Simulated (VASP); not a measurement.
KF: single point with PBE

KF:

```
K F
1.0
     3.79252    0.00000    0.00000
    -1.89626    3.28442    0.00000
     0.00000    0.00000   15.98623
K F
5 5
Direct
  0.00000 0.00000 0.00188
  0.33333 0.66667 0.20250
  0.66667 0.33333 0.40000
  0.00000 0.00000 0.59750
  0.33333 0.66667 0.79812
  0.66667 0.33333 0.10354
  0.00000 0.00000 0.30125
  0.33333 0.66667 0.49875
  0.66667 0.33333 0.69646
  0.66667 0.33333 0.90000
```

```yaml
Program: VASP 6.6.1
Task: single point
Functional: PBE
Potentials_or_basis: VASP PAW PBE potentials, release 64 (K_sv, F)
Cutoff: 520 eV
k_mesh: 9 × 9 × 3
Occupations: gaussian, width 0.02 eV
Spin: no spin polarisation
```

- Pressure: 0.0 GPa
- Band gap on the k mesh: 5.72 eV, direct

Forces in eV/Å, atoms in the order of the input:
```
K    0.000  0.000 -0.002
K    0.000  0.000 -0.002
K    0.000  0.000  0.000
K    0.000  0.000  0.002
K    0.000  0.000  0.002
F    0.000  0.000  0.000
F    0.000  0.000  0.001
F    0.000  0.000 -0.001
F    0.000  0.000  0.000
F    0.000  0.000  0.000
```

Levels at points of the mesh, in eV from the valence-band top:
```
           k point  band 38  band 39  band 40  band 41  band 42  band 43
(0.00, 0.00, 0.00)    -0.12    -0.12     0.00     5.72     6.68     6.70
```

It took 5.6 min on 1 thread of Oxide Virtual Turin-like Processor, on a shared host, peak memory 0.38 GiB.

A k mesh can miss the band edges.
